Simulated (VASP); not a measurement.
# B (Fd-3m) in VASP: further runs

Runs on B. Level: PBEsol. Tasks: single point.

Program: VASP 6.6.1. These are calculated values, not measurements. Logs are shortened: lines on timing, memory, paths and dates and some standing lists are left out, and cuts for length are marked.

### Step 1. The cell of the first run

Symmetry: Fd-3m, No. 227, cubic system. The conventional cell has a = 3.996 Å, b = 3.996 Å, c = 3.996 Å, α = 90.00°, β = 90.00°, γ = 90.00°. B (site symmetry -43m) has 4 B at 1.73 Å within 2.3 Å.

This isn't the form of B at room conditions, which is rhombohedral.

### Step 2. Single point, PBEsol

File INCAR:

```
ALGO     = Normal         # electronic algorithm
EDIFF    = 1E-6           # SCF threshold, eV
ENCUT    = 500            # plane-wave cutoff, eV
GGA      = PS             # functional
GGA_COMPAT= F            
ISIF     = 2              # what is computed and relaxed
ISMEAR   = 0              # smearing method
LASPH    = T              # aspherical terms in the spheres
LCHARG   = T              # write CHGCAR
LELF     = T              # ELF
LREAL    = F              # projectors in reciprocal space
LVHAR    = T            
LWAVE    = F              # write WAVECAR
NBANDS   = 10             # bands
NELM     = 120            # most SCF steps
PREC     = Accurate       # precision mode
SIGMA    = 0.1            # smearing width, eV
```

File KPOINTS:

```
k-points
0
Gamma
  8 8 8
```

File POSCAR:

```
B
1.0
    0.0000000000      1.9980803089      1.9980803089
    1.9980803089      0.0000000000      1.9980803089
    1.9980803089      1.9980803089      0.0000000000
B
2
Direct
    0.5000000000      0.5000000000      0.5000000000
    0.7500000000      0.7500000000      0.7500000000
```

Potentials or basis: VASP PAW PBE potentials, release 64 (B).

Run with:

```bash
cat potpaw_PBE.64/B/POTCAR > POTCAR
mpirun -np 1 vasp_std > vasp.out
```

OUTCAR:

```text
EDIFF = 1E-6
   ENCUT = 500
   GGA = PS
   ISIF = 2
   ISMEAR = 0
   LASPH = T
   LREAL = F
   NELM = 120
   PREC = Accurate

 ion  position               nearest neighbor table
   1  0.500  0.500  0.500-   2 1.73   2 1.73   2 1.73   2 1.73
   2  0.750  0.750  0.750-   1 1.73   1 1.73   1 1.73   1 1.73

  LATTYP: Found a face centered cubic cell.
 ALAT       =     3.9961606178

  Lattice vectors:

 A1 = (   0.0000000000,   1.9980803089,   1.9980803089)
 A2 = (   1.9980803089,   0.0000000000,   1.9980803089)
 A3 = (   1.9980803089,   1.9980803089,   0.0000000000)

Analysis of symmetry for initial positions (statically):
=====================================================================
 Subroutine PRICEL returns:
 Original cell was already a primitive cell.

 Routine SETGRP: Setting up the symmetry group for a
 face centered cubic supercell.

 Subroutine GETGRP returns: Found 48 space group operations
 (whereof 24 operations were pure point group operations)
 out of a pool of 48 trial point group operations.

The static configuration has the point symmetry T_d .
 The point group associated with its full space group is O_h .

Analysis of symmetry for dynamics (positions and initial velocities):
=====================================================================
 Subroutine PRICEL returns:
 Original cell was already a primitive cell.

 Routine SETGRP: Setting up the symmetry group for a
 face centered cubic supercell.

 Subroutine GETGRP returns: Found 48 space group operations
 (whereof 24 operations were pure point group operations)
 out of a pool of 48 trial point group operations.

The dynamic configuration has the point symmetry T_d .
 The point group associated with its full space group is O_h .

 Subroutine INISYM returns: Found 48 space group operations
 (whereof 24 operations are pure point group operations),
 and found     1 'primitive' translations

----------------------------------------------------------------------------------------

                                     Primitive cell

  volume of cell :      15.9540

  direct lattice vectors                    reciprocal lattice vectors
     0.000000000  1.998080309  1.998080309    -0.250240192  0.250240192  0.250240192
     1.998080309  0.000000000  1.998080309     0.250240192 -0.250240192  0.250240192
     1.998080309  1.998080309  0.000000000     0.250240192  0.250240192 -0.250240192

  length of vectors
     2.825712272  2.825712272  2.825712272     0.433428727  0.433428727  0.433428727

  position of ions in fractional coordinates (direct lattice)
     0.500000000  0.500000000  0.500000000
     0.750000000  0.750000000  0.750000000

  ion indices of the primitive-cell ions
   primitive index   ion index
                 1           1
                 2           2

----------------------------------------------------------------------------------------

 KPOINTS: k-points

Automatic generation of k-mesh.
 Grid dimensions read from file:
 generate k-points for:    8    8    8

 Generating k-lattice:

  Cartesian coordinates                     Fractional coordinates (reciprocal lattice)
    -0.031280024  0.031280024  0.031280024     0.125000000  0.000000000  0.000000000
     0.031280024 -0.031280024  0.031280024     0.000000000  0.125000000  0.000000000
     0.031280024  0.031280024 -0.031280024     0.000000000  0.000000000  0.125000000

  Length of vectors
     0.054178591  0.054178591  0.054178591

  Shift w.r.t. Gamma in fractional coordinates (k-lattice)
     0.000000000  0.000000000  0.000000000

 Subroutine IBZKPT returns following result:
 ===========================================

 Found     29 irreducible k-points:

 Following reciprocal coordinates:
            Coordinates               Weight
  0.000000  0.000000  0.000000      1.000000
  0.125000  0.000000  0.000000      8.000000
  0.250000  0.000000  0.000000      8.000000
  0.375000  0.000000  0.000000      8.000000
  0.500000  0.000000  0.000000      4.000000
  0.125000  0.125000  0.000000      6.000000
[... 16 lines left out ...]
  0.500000  0.250000  0.125000     48.000000
 -0.375000  0.250000  0.125000     24.000000
 [... further k-points ...]
   k-points           NKPTS =     29   k-points in BZ     NKDIM =     29   number of bands    NBANDS=     10
   number of dos      NEDOS =    301   number of ions     NIONS =      2
   total plane-waves  NPLWV =  13824
   dimension x,y,z NGX =    24 NGY =   24 NGZ =   24
   dimension x,y,z NGXF=    48 NGYF=   48 NGZF=   48
   ions per type =               2
   NGX,Y,Z   is equivalent  to a cutoff of  14.12, 14.12, 14.12 a.u.
   NGXF,Y,Z  is equivalent  to a cutoff of  28.24, 28.24, 28.24 a.u.
 SYSTEM =  unknown system
   PREC   = accura    normal or accurate (medium, high low for compatibility)
   ISTART =      0    job   : 0-new  1-cont  2-samecut
   ICHARG =      2    charge: 1-file 2-atom 10-const
   ISPIN  =      1    spin polarized calculation?
   LNONCOLLINEAR =      F non collinear calculations
   LSORBIT =      F    spin-orbit coupling
   LASPH  =      T    aspherical Exc in radial PAW
   ENCUT  =  500.0 eV  36.75 Ry    6.06 a.u.   5.15  5.15  5.15*2*pi/ulx,y,z
   NELM   =    120;   NELMIN=  2; NELMDL= -5     # of ELM steps
   EDIFF  = 0.1E-05   stopping-criterion for ELM
   LREAL  =      F    real-space projection
   EDIFFG = 0.1E-04   stopping-criterion for IOM
   NSW    =      0    number of steps for IOM
   IBRION =     -1    ionic relax: 0-MD 1-quasi-New 2-CG
   NFREE  =      0    steps in history (QN), initial steepest desc. (CG)
   ISIF   =      2    stress and relaxation
   ISYM   =      2    0-nonsym 1-usesym 2-fastsym
   POTIM  = 0.5000    time-step for ionic-motion
   TEBEG  =    0.0;   TEEND  =   0.0 temperature during run
   PSTRESS=    0.0 pullay stress
   NELECT =       6.0000    total number of electrons
   NUPDOWN=      -1.0000    fix difference up-down
   EMIN   =  10.00;   EMAX   =-10.00  energy-range for DOS
   EFERMI =   0.00;   METHOD = LEGACY
   ISMEAR =     0;   SIGMA  =   0.10  broadening in eV -4-tet -1-fermi 0-gaus
   EFERMI_NEDOS =   21; number of points for ismear=-14 and -15
   IALGO  =     38    algorithm
   IMIX   =      4    mixing-type and parameters
     AMIX     =   0.40;   BMIX     =  1.00
     AMIX_MAG =   1.60;   BMIX_MAG =  1.00
  volume/ion in A,a.u.               =       7.98        53.83
  Fermi-wavevector in a.u.,A,eV,Ry     =   1.181687  2.233064 18.998947  1.396383
  Thomas-Fermi vector in A             =   2.317955
   LORBIT       =      0    0 simple, 1 ext, 2 COOP (PROOUT), +10 PAW based schemes
   GGA     = PS    functional components
   LHFCALC =     F    Hartree Fock is set to
   AEXX    =    0.0000 exact exchange contribution
   IVDW    =     0    specifies the selected vdW correction
   LEPSILON=     F    determine dielectric tensor
   LRPA    =     F    only Hartree local field effects (RPA)
 non-spin polarized calculation
 Gauss-broadening in eV      SIGMA  =   0.10
  energy-cutoff  :      500.00
  volume of cell :       15.95
 maximum number of plane-waves:       416
 NGX is ok and might be reduce to    24
   NGX = 11   NGY = 11   NGZ = 11

 number of electron       6.0000000 magnetization

 Free energy of the ion-electron system (eV)
  ---------------------------------------------------
  ext. energy  EPLUGINS =         0.00000000
  ---------------------------------------------------
  free energy    TOTEN  =       -12.12769333 eV

  energy without entropy =      -12.12088394  energy(sigma->0) =      -12.12428863

 E-fermi :   4.0187     XC(G=0): -11.4650

 val. band max:        3.9487191627   @ k =   0.2500   0.1250   0.0000
 cond. band min:       4.0439929853   @ k =  -0.3750   0.2500   0.1250
 fundamental gap:      0.0952738226
 Fermi energy:         4.0186811025

 k-point     1 :       0.0000    0.0000    0.0000
  band No.  band energies     occupation
      1      -9.1371      2.00000
      2       8.2482      0.00000
      3       8.2482      0.00000
      4       8.2482      0.00000
      5      12.4301      0.00000
      6      12.4301      0.00000
      7      12.4301      0.00000
      8      21.4274      0.00000
      9      23.2205      0.00000
     10      27.5004      0.00000

 k-point     2 :       0.1250    0.0000    0.0000
  band No.  band energies     occupation
      1      -8.7895      2.00000
      2       6.1544      0.00000
      3       7.6493      0.00000
      4       7.6493      0.00000
      5      13.2174      0.00000
      6      13.2174      0.00000
      7      13.7693      0.00000
      8      21.2227      0.00000
      9      23.7727      0.00000
     10      24.9463      0.00000

 k-point     3 :       0.2500    0.0000    0.0000
  band No.  band energies     occupation
      1      -7.7520      2.00000
      2       2.6932      2.00000
      3       6.7004      0.00000
      4       6.7004      0.00000
      5      14.3000      0.00000
      6      14.3000      0.00000
      7      15.3009      0.00000
      8      20.7298      0.00000
      9      24.2076      0.00000
     10      24.2076      0.00000

 k-point     4 :       0.3750    0.0000    0.0000
  band No.  band energies     occupation
      1      -6.0474      2.00000
      2      -0.6737      2.00000
      3       6.0456      0.00000
      4       6.0456      0.00000
      5      14.5583      0.00000
      6      14.5583      0.00000
      7      16.2077      0.00000
      8      20.2387      0.00000
      9      25.3908      0.00000
     10      26.0107      0.00000
[... 222 lines left out ...]
 k-point    22 :       0.3750    0.2500    0.1250
  band No.  band energies     occupation
      1      -6.8380      2.00000
      2       2.9547      2.00000
      3       3.3884      2.00000
      4       5.7746      0.00000
      5      13.2790      0.00000
      6      15.8922      0.00000
      7      17.7330      0.00000
      8      17.8637      0.00000
      9      24.8818      0.00000
     10      25.2555      0.00000

 k-point    23 :       0.5000    0.2500    0.1250
  band No.  band energies     occupation
      1      -5.1575      2.00000
      2       0.0739      2.00000
      3       2.9281      2.00000
      4       4.6475      0.00000
      5      14.1244      0.00000
      6      15.6950      0.00000
      7      18.7363      0.00000
      8      19.2880      0.00000
      9      24.0187      0.00000
     10      26.0804      0.00000

 k-point    24 :      -0.3750    0.2500    0.1250
  band No.  band energies     occupation
      1      -3.2696      2.00000
      2      -2.3213      2.00000
      3       2.9900      2.00000
      4       4.0440      0.72037
      5      14.0658      0.00000
      6      15.9151      0.00000
      7      19.7419      0.00000
      8      20.6074      0.00000
      9      22.0287      0.00000
     10      28.2606      0.00000

 [... further k-points ...]

------------------------ aborting loop because EDIFF is reached ----------------------------------------

  FORCE on cell =-STRESS in cart. coord.  units (eV):
  Direction    XX          YY          ZZ          XY          YZ          ZX
  --------------------------------------------------------------------------------------
  -------------------------------------------------------------------------------------
  Total        0.5418404      0.5418404      0.5418404      0.0000000      0.0000000      0.0000000
  in kB       54.4143159     54.4143159     54.4143159      0.0000000      0.0000000      0.0000000
  external PRESSURE =      54.4143159 kB  Pullay stress =       0.0000000 kB

 VOLUME and BASIS-vectors are now :
 -----------------------------------------------------------------------------
  energy-cutoff  :      500.00
  volume of cell :       15.95
      direct lattice vectors                 reciprocal lattice vectors
     0.000000000  1.998080309  1.998080309    -0.250240192  0.250240192  0.250240192
     1.998080309  0.000000000  1.998080309     0.250240192 -0.250240192  0.250240192
     1.998080309  1.998080309  0.000000000     0.250240192  0.250240192 -0.250240192

 POSITION                                       TOTAL-FORCE (eV/Angst)
 -----------------------------------------------------------------------------------
      1.99808      1.99808      1.99808         0.000000      0.000000      0.000000
      2.99712      2.99712      2.99712        -0.000000     -0.000000     -0.000000
 -----------------------------------------------------------------------------------
    total drift:                                0.000000      0.000000      0.000000

  FREE ENERGIE OF THE ION-ELECTRON SYSTEM (eV)
  ---------------------------------------------------
  free  energy   TOTEN  =       -12.1276933250 eV

  energy  without entropy=      -12.1208839365  energy(sigma->0) =      -12.12428863
```

Run time: 2.5 s. Hardware: 1 thread of Intel Xeon 6975P-C (Granite Rapids), shared host; peak memory 0.13 GiB.

What came out:

- Free energy: -12.1277 eV
- Pressure: 5.4 GPa
- Band gap on the k mesh: zero (bands 3 and 4 overlap by 7.54 eV)

Caveat: the cell stands under pressure; the PAW data sets were made with another functional, which shifts forces and pressure a little.

### Step 3. Single point, PBEsol

This run uses another cell than the first one, of 8.19 Å³/atom.

INCAR: that of step 2 with these lines changed.

```diff
@@ -8,6 +8,4 @@
 LASPH    = T              # aspherical terms in the spheres
-LCHARG   = T              # write CHGCAR
-LELF     = T              # ELF
+LCHARG   = F              # write CHGCAR
 LREAL    = F              # projectors in reciprocal space
-LVHAR    = T            
 LWAVE    = F              # write WAVECAR
```

KPOINTS is that of step 2.

File POSCAR:

```
B
1.0
    0.0000000000      2.0155618801      2.0155618801
    2.0155618801      0.0000000000      2.0155618801
    2.0155618801      2.0155618801      0.0000000000
B
2
Direct
    0.5000000000      0.5000000000      0.5000000000
    0.7500000000      0.7500000000      0.7500000000
```

Potentials or basis: VASP PAW PBE potentials, release 64 (B).

Run with:

```bash
cat potpaw_PBE.64/B/POTCAR > POTCAR
mpirun -np 1 vasp_std > vasp.out
```

It took 2.3 s on 1 thread of Intel Xeon 6975P-C (Granite Rapids), shared host; peak memory 0.12 GiB.

Results (log left out):

```
Free energy            : -12.1354 eV
Pressure               : 0.4 GPa
Band gap on the k mesh : zero (bands 3 and 4 overlap by 7.35 eV)
```

Levels at points of the mesh, in eV from the Fermi level:
```tsv
k point	band 1	band 2	band 3	band 4	band 5	band 6	band 7
(0.00, 0.00, 0.00)	-12.97	4.13	4.13	4.13	8.27	8.27	8.27
(0.50, 0.00, 0.00)	-8.02	-7.11	1.76	1.76	10.32	10.32	12.13
(0.50, 0.50, 0.00)	-5.97	-5.97	-1.29	-1.29	7.21	7.21	18.46
```

Caveat: the PAW data sets were made with another functional, which shifts forces and pressure a little.
